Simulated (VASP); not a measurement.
# CaHfO (P4/mmm) in VASP: notebook

Runs on CaHfO. Level: PBE. Tasks: single point, relaxation of cell and atoms.

All numbers are computed with VASP 6.6.1; they aren't measurements. Logs are shortened: lines on timing, memory, paths and dates and some standing lists are left out, and cuts for length are marked.

## Step 1: The cell of the first run

The structure is tetragonal, space group P4/mmm (No. 123). Conventional cell: a = 3.575 Å, b = 3.575 Å, c = 4.253 Å, α = 90.00°, β = 90.00°, γ = 90.00°. Ca (site symmetry 4/mmm) has 4 O at 2.53 Å and 8 Hf at 3.30 Å within 3.4 Å. Within 2.8 Å of Hf (site symmetry 4/mmm) lie 2 O at 2.13 Å. Within 2.8 Å of O (site symmetry 4/mmm) lie 2 Hf at 2.13 Å and 4 Ca at 2.53 Å.

The cell was generated, and may not be a known phase.

## Step 2: Single point, PBE

INCAR

```
SYSTEM = CaHfO
PREC = Accurate
ENCUT = 520
EDIFF = 1E-6
ISMEAR = 0
SIGMA = 0.1
LREAL = .FALSE.
LASPH = .TRUE.
NELM = 100
ALGO = Fast
ISIF = 2
LWAVE = .FALSE.
LCHARG = .FALSE.
GGA = PE
NBANDS = 20
```

KPOINTS

```
regular mesh
0
G
  4 4 6
  0 0 0
```

POSCAR

```
CaHfO
1.0
    3.5747410923      0.0000000000      0.0000000000
    0.0000000000      3.5747410923      0.0000000000
    0.0000000000      0.0000000000      4.2534691163
Ca Hf O
1 1 1
Direct
    0.0000000000      0.0000000000      0.0000000000
    0.5000000000      0.5000000000      0.5000000000
    0.5000000000      0.5000000000      0.0000000000
```

Potentials or basis: VASP PAW PBE potentials, release 64 (Ca_sv, Hf_pv, O).

Command:

```
$ cat potpaw_PBE.64/Ca_sv/POTCAR potpaw_PBE.64/Hf_pv/POTCAR potpaw_PBE.64/O/POTCAR > POTCAR
$ mpirun -np 1 vasp_std > vasp.out
```

OUTCAR:

```text
SYSTEM = CaHfO
   PREC = Accurate
   ENCUT = 520
   EDIFF = 1E-6
   ISMEAR = 0
   LREAL = .FALSE.
   LASPH = .TRUE.
   NELM = 100
   ISIF = 2
   GGA = PE

 ion  position               nearest neighbor table
   1  0.000  0.000  0.000-   3 2.53   3 2.53   3 2.53   3 2.53   2 3.30   2 3.30   2 3.30   2 3.30
                             2 3.30   2 3.30   2 3.30   2 3.30
   2  0.500  0.500  0.500-   3 2.13   3 2.13   1 3.30   1 3.30   1 3.30   1 3.30   1 3.30   1 3.30
                             1 3.30   1 3.30
   3  0.500  0.500  0.000-   2 2.13   2 2.13   1 2.53   1 2.53   1 2.53   1 2.53

  LATTYP: Found a simple tetragonal cell.
 ALAT       =     3.5747410923
 C/A-ratio  =     1.1898677433

  Lattice vectors:

 A1 = (   3.5747410923,   0.0000000000,   0.0000000000)
 A2 = (   0.0000000000,   3.5747410923,   0.0000000000)
 A3 = (   0.0000000000,   0.0000000000,   4.2534691163)

Analysis of symmetry for initial positions (statically):
=====================================================================
 Subroutine PRICEL returns:
 Original cell was already a primitive cell.

 Routine SETGRP: Setting up the symmetry group for a
 simple tetragonal supercell.

 Subroutine GETGRP returns: Found 16 space group operations
 (whereof 16 operations were pure point group operations)
 out of a pool of 16 trial point group operations.

The static configuration has the point symmetry D_4h.

Analysis of symmetry for dynamics (positions and initial velocities):
=====================================================================
 Subroutine PRICEL returns:
 Original cell was already a primitive cell.

 Routine SETGRP: Setting up the symmetry group for a
 simple tetragonal supercell.

 Subroutine GETGRP returns: Found 16 space group operations
 (whereof 16 operations were pure point group operations)
 out of a pool of 16 trial point group operations.

The dynamic configuration has the point symmetry D_4h.

 Subroutine INISYM returns: Found 16 space group operations
 (whereof 16 operations are pure point group operations),
 and found     1 'primitive' translations

----------------------------------------------------------------------------------------

                                     Primitive cell

  volume of cell :      54.3541

  direct lattice vectors                    reciprocal lattice vectors
     3.574741092  0.000000000  0.000000000     0.279740539  0.000000000  0.000000000
     0.000000000  3.574741092  0.000000000     0.000000000  0.279740539  0.000000000
     0.000000000  0.000000000  4.253469116     0.000000000  0.000000000  0.235102212

  length of vectors
     3.574741092  3.574741092  4.253469116     0.279740539  0.279740539  0.235102212

  position of ions in fractional coordinates (direct lattice)
     0.000000000  0.000000000  0.000000000
     0.500000000  0.500000000  0.500000000
     0.500000000  0.500000000  0.000000000

  ion indices of the primitive-cell ions
   primitive index   ion index
                 1           1
                 2           2
                 3           3

----------------------------------------------------------------------------------------

 KPOINTS: regular mesh

Automatic generation of k-mesh.
 Grid dimensions read from file:
 generate k-points for:    4    4    6

 Generating k-lattice:

  Cartesian coordinates                     Fractional coordinates (reciprocal lattice)
     0.069935135  0.000000000  0.000000000     0.250000000  0.000000000  0.000000000
     0.000000000  0.069935135  0.000000000     0.000000000  0.250000000  0.000000000
     0.000000000  0.000000000  0.039183702     0.000000000  0.000000000  0.166666667

  Length of vectors
     0.069935135  0.069935135  0.039183702

  Shift w.r.t. Gamma in fractional coordinates (k-lattice)
     0.000000000  0.000000000  0.000000000

 Subroutine IBZKPT returns following result:
 ===========================================

 Found     24 irreducible k-points:

 Following reciprocal coordinates:
            Coordinates               Weight
  0.000000  0.000000  0.000000      1.000000
  0.250000  0.000000  0.000000      4.000000
  0.500000  0.000000  0.000000      2.000000
  0.250000  0.250000  0.000000      4.000000
  0.500000  0.250000  0.000000      4.000000
  0.500000  0.500000  0.000000      1.000000
[... 16 lines left out ...]
  0.500000  0.250000  0.500000      4.000000
  0.500000  0.500000  0.500000      1.000000
   k-points           NKPTS =     24   k-points in BZ     NKDIM =     24   number of bands    NBANDS=     20
   number of dos      NEDOS =    301   number of ions     NIONS =      3
   total plane-waves  NPLWV =  25088
   dimension x,y,z NGX =    28 NGY =   28 NGZ =   32
   dimension x,y,z NGXF=    56 NGYF=   56 NGZF=   64
   ions per type =               1   1   1
   NGX,Y,Z   is equivalent  to a cutoff of  13.02, 13.02, 12.51 a.u.
   NGXF,Y,Z  is equivalent  to a cutoff of  26.04, 26.04, 25.01 a.u.
 SYSTEM =  CaHfO
   PREC   = accura    normal or accurate (medium, high low for compatibility)
   ISTART =      0    job   : 0-new  1-cont  2-samecut
   ICHARG =      2    charge: 1-file 2-atom 10-const
   ISPIN  =      1    spin polarized calculation?
   LNONCOLLINEAR =      F non collinear calculations
   LSORBIT =      F    spin-orbit coupling
   LASPH  =      T    aspherical Exc in radial PAW
   ENCUT  =  520.0 eV  38.22 Ry    6.18 a.u.   6.65  6.65  7.91*2*pi/ulx,y,z
   NELM   =    100;   NELMIN=  2; NELMDL= -5     # of ELM steps
   EDIFF  = 0.1E-05   stopping-criterion for ELM
   LREAL  =      F    real-space projection
   EDIFFG = 0.1E-04   stopping-criterion for IOM
   NSW    =      0    number of steps for IOM
   IBRION =     -1    ionic relax: 0-MD 1-quasi-New 2-CG
   NFREE  =      0    steps in history (QN), initial steepest desc. (CG)
   ISIF   =      2    stress and relaxation
   ISYM   =      2    0-nonsym 1-usesym 2-fastsym
   POTIM  = 0.5000    time-step for ionic-motion
   TEBEG  =    0.0;   TEEND  =   0.0 temperature during run
   PSTRESS=    0.0 pullay stress
   NELECT =      26.0000    total number of electrons
   NUPDOWN=      -1.0000    fix difference up-down
   EMIN   =  10.00;   EMAX   =-10.00  energy-range for DOS
   EFERMI =   0.00;   METHOD = LEGACY
   ISMEAR =     0;   SIGMA  =   0.10  broadening in eV -4-tet -1-fermi 0-gaus
   EFERMI_NEDOS =   21; number of points for ismear=-14 and -15
   IALGO  =     68    algorithm
   IMIX   =      4    mixing-type and parameters
     AMIX     =   0.40;   BMIX     =  1.00
     AMIX_MAG =   1.60;   BMIX_MAG =  1.00
  volume/ion in A,a.u.               =      18.12       122.27
  Fermi-wavevector in a.u.,A,eV,Ry     =   1.280330  2.419472 22.303268  1.639244
  Thomas-Fermi vector in A             =   2.412764
   LORBIT       =      0    0 simple, 1 ext, 2 COOP (PROOUT), +10 PAW based schemes
   GGA     = PE    functional components
   LHFCALC =     F    Hartree Fock is set to
   AEXX    =    0.0000 exact exchange contribution
   IVDW    =     0    specifies the selected vdW correction
   LEPSILON=     F    determine dielectric tensor
   LRPA    =     F    only Hartree local field effects (RPA)
 non-spin polarized calculation
 RMM-DIIS sequential band-by-band and
 Gauss-broadening in eV      SIGMA  =   0.10
  energy-cutoff  :      520.00
  volume of cell :       54.35
 maximum number of plane-waves:      1492
 NGX is ok and might be reduce to    28
   NGX = 13   NGY = 13   NGZ = 15

 number of electron      26.0000002 magnetization

 Free energy of the ion-electron system (eV)
  ---------------------------------------------------
  ext. energy  EPLUGINS =         0.00000000
  ---------------------------------------------------
  free energy    TOTEN  =       -21.69421948 eV

  energy without entropy =      -21.68366230  energy(sigma->0) =      -21.68894089

 E-fermi :   4.8943     XC(G=0): -10.5223

 val. band max:        4.8205666768   @ k =   0.5000   0.2500   0.1667
 cond. band min:       4.9795840134   @ k =   0.5000   0.0000   0.0000
 fundamental gap:      0.1590173366
 Fermi energy:         4.8942777019

 k-point     1 :       0.0000    0.0000    0.0000
  band No.  band energies     occupation
      1     -35.8280      2.00000
      2     -26.5580      2.00000
      3     -26.1156      2.00000
      4     -26.1156      2.00000
      5     -16.8666      2.00000
      6     -16.8666      2.00000
[... 12 lines left out ...]
     19       9.8154      0.00000
     20      10.4411      0.00000

 k-point     2 :       0.2500    0.0000    0.0000
  band No.  band energies     occupation
      1     -35.8184      2.00000
      2     -26.5509      2.00000
      3     -26.1753      2.00000
      4     -26.1100      2.00000
      5     -17.2339      2.00000
      6     -16.8497      2.00000
[... 12 lines left out ...]
     19       8.9188      0.00000
     20      10.4533      0.00000

 k-point     3 :       0.5000    0.0000    0.0000
  band No.  band energies     occupation
      1     -35.8087      2.00000
      2     -26.5438      2.00000
      3     -26.2344      2.00000
      4     -26.1044      2.00000
      5     -17.5083      2.00000
      6     -16.8327      2.00000
[... 12 lines left out ...]
     19       9.3410      0.00000
     20      10.8894      0.00000

 k-point     4 :       0.2500    0.2500    0.0000
  band No.  band energies     occupation
      1     -35.8089      2.00000
      2     -26.5444      2.00000
      3     -26.1711      2.00000
      4     -26.1700      2.00000
      5     -17.2190      2.00000
      6     -16.9659      2.00000
[... 429 lines left out ...]
 k-point    23 :       0.5000    0.2500    0.5000
  band No.  band energies     occupation
      1     -35.7975      2.00000
      2     -26.6638      2.00000
      3     -26.2282      2.00000
      4     -26.1611      2.00000
      5     -17.2143      2.00000
      6     -16.9536      2.00000
[... 12 lines left out ...]
     19       9.6662      0.00000
     20      10.5008      0.00000

 k-point    24 :       0.5000    0.5000    0.5000
  band No.  band energies     occupation
      1     -35.7885      2.00000
      2     -26.6544      2.00000
      3     -26.2204      2.00000
      4     -26.2204      2.00000
      5     -17.0747      2.00000
      6     -17.0747      2.00000
[... 12 lines left out ...]
     19       9.6429      0.00000
     20      10.7330      0.00000

------------------------ aborting loop because EDIFF is reached ----------------------------------------

  FORCE on cell =-STRESS in cart. coord.  units (eV):
  Direction    XX          YY          ZZ          XY          YZ          ZX
  --------------------------------------------------------------------------------------
  -------------------------------------------------------------------------------------
  Total        0.0232049      0.0232049     -0.4483334      0.0000000      0.0000000      0.0000000
  in kB        0.6840016      0.6840016    -13.2153662      0.0000000      0.0000000      0.0000000
  external PRESSURE =      -3.9491210 kB  Pullay stress =       0.0000000 kB

 VOLUME and BASIS-vectors are now :
 -----------------------------------------------------------------------------
  energy-cutoff  :      520.00
  volume of cell :       54.35
      direct lattice vectors                 reciprocal lattice vectors
     3.574741092  0.000000000  0.000000000     0.279740539  0.000000000  0.000000000
     0.000000000  3.574741092  0.000000000     0.000000000  0.279740539  0.000000000
     0.000000000  0.000000000  4.253469116     0.000000000  0.000000000  0.235102212

 POSITION                                       TOTAL-FORCE (eV/Angst)
 -----------------------------------------------------------------------------------
      0.00000      0.00000      0.00000         0.000000      0.000000      0.000000
      1.78737      1.78737      2.12673         0.000000      0.000000      0.000000
      1.78737      1.78737      0.00000         0.000000      0.000000      0.000000
 -----------------------------------------------------------------------------------
    total drift:                                0.000000      0.000000     -0.000000

  FREE ENERGIE OF THE ION-ELECTRON SYSTEM (eV)
  ---------------------------------------------------
  free  energy   TOTEN  =       -21.6942194785 eV

  energy  without entropy=      -21.6836623049  energy(sigma->0) =      -21.68894089
```

It took 43 s on 1 thread of AMD EPYC 9755, shared host; peak memory 0.14 GiB.

Results:

* Free energy: -21.6942 eV
* Pressure: -0.4 GPa
* Band gap on the k mesh: zero (bands 13 and 14 overlap by 1.23 eV)

Stress tensor (GPa, compression positive):
```
 0.07  0.00  0.00
 0.00  0.07  0.00
 0.00  0.00 -1.32
```

Caveat: the k points lie up to 0.44 Å⁻¹ apart, too coarse for converged energies and pressures of a metal; spin-orbit coupling is left out, which moves the levels of the heavy elements.

## Step 3: Single point, PBE

INCAR

```
SYSTEM = CaHfO
PREC = Accurate
ENCUT = 520
EDIFF = 1E-7
ISMEAR = 0
SIGMA = 0.1
LREAL = .False.
LASPH = .True.
NELM = 100
ALGO = Normal
ISIF = 2
LWAVE = .False.
LCHARG = .True.
GGA = PE
LELF = .True.
LVHAR = .True.
NBANDS = 20
```

KPOINTS

```
Automatic mesh
0
Gamma
  6 6 4
  0 0 0
```

POSCAR is that of step 2.

Potentials or basis: VASP PAW PBE potentials, release 64 (Ca_sv, Hf_pv, O).

Command:

```
$ cat potpaw_PBE.64/Ca_sv/POTCAR potpaw_PBE.64/Hf_pv/POTCAR potpaw_PBE.64/O/POTCAR > POTCAR
$ mpirun -np 1 vasp_std > vasp.out
```

OUTCAR:

```text
SYSTEM = CaHfO
   PREC = Accurate
   ENCUT = 520
   EDIFF = 1E-7
   ISMEAR = 0
   LREAL = .False.
   LASPH = .True.
   NELM = 100
   ISIF = 2
   GGA = PE

 ion  position               nearest neighbor table
   1  0.000  0.000  0.000-   3 2.53   3 2.53   3 2.53   3 2.53   2 3.30   2 3.30   2 3.30   2 3.30
                             2 3.30   2 3.30   2 3.30   2 3.30
   2  0.500  0.500  0.500-   3 2.13   3 2.13   1 3.30   1 3.30   1 3.30   1 3.30   1 3.30   1 3.30
                             1 3.30   1 3.30
   3  0.500  0.500  0.000-   2 2.13   2 2.13   1 2.53   1 2.53   1 2.53   1 2.53

  LATTYP: Found a simple tetragonal cell.
 ALAT       =     3.5747410923
 C/A-ratio  =     1.1898677433

  Lattice vectors:

 A1 = (   3.5747410923,   0.0000000000,   0.0000000000)
 A2 = (   0.0000000000,   3.5747410923,   0.0000000000)
 A3 = (   0.0000000000,   0.0000000000,   4.2534691163)

Analysis of symmetry for initial positions (statically):
=====================================================================
 Subroutine PRICEL returns:
 Original cell was already a primitive cell.

 Routine SETGRP: Setting up the symmetry group for a
 simple tetragonal supercell.

 Subroutine GETGRP returns: Found 16 space group operations
 (whereof 16 operations were pure point group operations)
[... 163 lines left out ...]
  free energy    TOTEN  =       -21.65980483 eV

  energy without entropy =      -21.63761024  energy(sigma->0) =      -21.64870754

 E-fermi :   4.8473     XC(G=0): -10.5243

 val. band max:        4.8390812764   @ k =   0.3333   0.1667   0.5000
 cond. band min:       4.8606060847   @ k =   0.3333   0.3333   0.2500
 fundamental gap:      0.0215248083
 Fermi energy:         4.8473238924

 k-point     1 :       0.0000    0.0000    0.0000
  band No.  band energies     occupation
      1     -35.7864      2.00000
      2     -26.6043      2.00000
      3     -26.1663      2.00000
      4     -26.1663      2.00000
      5     -16.8307      2.00000
      6     -16.8307      2.00000
[... 541 lines left out ...]
     19       9.4713      0.00000
     20      10.8924      0.00000

 [... further k-points ...]
[... 5 lines left out ...]
  --------------------------------------------------------------------------------------
  -------------------------------------------------------------------------------------
  Total        0.0329883      0.0329883     -0.4962525      0.0000000      0.0000000      0.0000000
  in kB        0.9723832      0.9723832    -14.6278610      0.0000000      0.0000000      0.0000000
  external PRESSURE =      -4.2276982 kB  Pullay stress =       0.0000000 kB

 VOLUME and BASIS-vectors are now :
 -----------------------------------------------------------------------------
  energy-cutoff  :      520.00
  volume of cell :       54.35
      direct lattice vectors                 reciprocal lattice vectors
     3.574741092  0.000000000  0.000000000     0.279740539  0.000000000  0.000000000
     0.000000000  3.574741092  0.000000000     0.000000000  0.279740539  0.000000000
     0.000000000  0.000000000  4.253469116     0.000000000  0.000000000  0.235102212

 POSITION                                       TOTAL-FORCE (eV/Angst)
 -----------------------------------------------------------------------------------
      0.00000      0.00000      0.00000         0.000000      0.000000      0.000000
      1.78737      1.78737      2.12673         0.000000      0.000000      0.000000
      1.78737      1.78737      0.00000         0.000000      0.000000      0.000000
 -----------------------------------------------------------------------------------
    total drift:                                0.000000      0.000000     -0.000000

  FREE ENERGIE OF THE ION-ELECTRON SYSTEM (eV)
  ---------------------------------------------------
  free  energy   TOTEN  =       -21.6598048343 eV

  energy  without entropy=      -21.6376102445  energy(sigma->0) =      -21.64870754
```

stdout:

```text
POSCAR found type information on POSCAR CaHfO
 POSCAR found :  3 types and       3 ions
 scaLAPACK will be used
 LDA part: xc-table for (Slater+PW92), standard interpolation
 POSCAR, INCAR and KPOINTS ok, starting setup
 FFT: planning ... GRIDC
 FFT: planning ... GRID_SOFT
 FFT: planning ... GRID
 WAVECAR not read
 entering main loop
```

Run time: 42 s. Hardware: 1 thread of AMD EPYC 9755, shared host; peak memory 0.15 GiB.

Results:

```yaml
Free_energy: -21.6598 eV
Pressure: -0.4 GPa
Band_gap_on_the_k_mesh: zero (bands 13 and 14 overlap by 1.25 eV)
```

Levels at points of the mesh, in eV from the Fermi level:
```tsv
k point	band 11	band 12	band 13	band 14	band 15	band 16
(0.00, 0.00, 0.00)	-4.75	-4.53	-1.34	1.31	1.31	2.71
(0.50, 0.00, 0.00)	-4.96	-1.83	-0.42	0.11	1.71	2.24
(0.50, 0.50, 0.00)	-4.74	-1.86	-0.75	-0.75	3.16	3.16
(0.00, 0.00, 0.50)	-5.23	-3.38	-0.44	1.31	1.33	3.31
(0.50, 0.00, 0.50)	-5.77	-2.08	0.41	0.93	1.57	3.87
(0.50, 0.50, 0.50)	-5.89	-0.88	0.50	0.50	2.46	2.46
```

Caveat: the k points lie up to 0.37 Å⁻¹ apart, too coarse for converged energies and pressures of a metal; spin-orbit coupling is left out, which moves the levels of the heavy elements.

(Part 1 of 2 ends here.)

The gap in the log of VASP goes by the Fermi energy; the results here count the filled bands.